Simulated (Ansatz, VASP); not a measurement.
CaO in VASP and in Ansatz

```
CELL_PARAMETERS angstrom
0.04114 2.39937 2.39937
2.39937 0.04114 2.39937
2.39937 2.39937 0.04114
ATOMIC_POSITIONS crystal
Ca 0.00000 0.00000 0.00000
O 0.50000 0.50000 0.50000
```

Change from the starting cell: epitaxial_111 strain -1.6%.

Alike in both runs: task single point; functional PBE; k mesh 10 × 10 × 10; occupations fermi-dirac, width 0.02 eV; no spin polarisation.

|  | VASP | Ansatz |
| --- | --- | --- |
| version | VASP 6.6.1 | Ansatz 0.2.0 |
| potentials or method | VASP PAW PBE potentials, release 64 (Ca_sv, O) | plane waves, PAW |
| plane-wave cutoff (eV) | 520 | 420 |
| valence electrons in the cell | 16 | 16 |

```tsv
	VASP	Ansatz	Ansatz less VASP
gap on the k mesh at the Fermi level (eV)	3.59	3.61	+0.021
pressure (GPa)	6.0	5.3	-0.68
traceless stress, the component that is largest in VASP (GPa)	-1.37	-1.38	-0.011
```
